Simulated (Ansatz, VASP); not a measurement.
## ScSbTe4: VASP beside Ansatz

File INCAR:

```
SYSTEM = ScSbTe4
ALGO = Normal
EDIFF = 1E-7
ENCUT = 520
GGA = PE
ISIF = 2
ISMEAR = 0
LASPH = .TRUE.
LCHARG = .FALSE.
LREAL = .FALSE.
LWAVE = .FALSE.
NBANDS = 29
NELM = 80
PREC = Accurate
SIGMA = 0.1
```

Contents of KPOINTS:

```
k-points
0
G
  4 4 4
  0 0 0
```

The input POSCAR:

```
ScSbTe4
1.0
    0.0000000000      4.6364968600      4.6364968600
    4.6364968600      0.0000000000      4.6364968600
    4.6364968600      4.6364968600      0.0000000000
Sc Sb Te
1 1 4
Direct
    0.0000000000      0.0000000000      0.0000000000
    0.7500000000      0.7500000000      0.7500000000
    0.8744941400      0.3751686200      0.3751686200
    0.3751686200      0.3751686200      0.3751686200
    0.3751686200      0.8744941400      0.3751686200
    0.3751686200      0.3751686200      0.8744941400
```

Input for Ansatz:

```yaml
crystal:
  lattice:
    - [0.0, 4.63649686, 4.63649686]
    - [4.63649686, 0.0, 4.63649686]
    - [4.63649686, 4.63649686, 0.0]
  atoms:
    - { symbol: Sc, position: [0.0, 0.0, 0.0] }
    - { symbol: Sb, position: [0.75, 0.75, 0.75] }
    - { symbol: Te, position: [0.87449414, 0.37516862, 0.37516862] }
    - { symbol: Te, position: [0.37516862, 0.37516862, 0.37516862] }
    - { symbol: Te, position: [0.37516862, 0.87449414, 0.37516862] }
    - { symbol: Te, position: [0.37516862, 0.37516862, 0.87449414] }
basis:
  ecutwfc: 420
kpoints:
  mp_grid: { grid: [4, 4, 4] }
hamiltonian:
  xc: pbe
scf:
  occupations: { method: gaussian, width: 0.1 }
  lower_state_search: "off"
output:
  forces: true
  stress: true
  eigenvalues: true
```

Change from the starting cell: species swapped into the PrHoAl4 type (F-43m, No. 216).

Alike in both runs: task single point; functional PBE; k mesh 4 × 4 × 4; occupations gaussian, width 0.1 eV; no spin polarisation.

|  | VASP | Ansatz |
| --- | --- | --- |
| version | VASP 6.6.1 | Ansatz 0.2.0 |
| potentials or method | VASP PAW PBE potentials, release 64 (Sc_sv, Sb, Te), cutoff 520 eV | scalar-relativistic, plane waves, PAW |
| valence electrons in the cell | 40 | 90 |

VASP gave:

| Item | Value |
| --- | --- |
| gap on the k mesh at the Fermi level (eV) | none |
| pressure (GPa) | -4.1 |
| rms of the force components (eV/Å) | 0.046 |

**Question.** Estimate Ansatz's values.

**Answer.** gap on the k mesh at the Fermi level (eV): none; pressure (GPa): -4.1; rms of the force components (eV/Å): 0.047.

Atom by atom the forces differ by 0.000 eV/Å (rms over components). A gap of «none» marks a metal or a gap that the smearing closes. VASP's potentials hold 40 valence electrons a cell and Ansatz's 90, so a difference there can come from the potentials and not from the codes.

Spin-orbit coupling is off throughout.
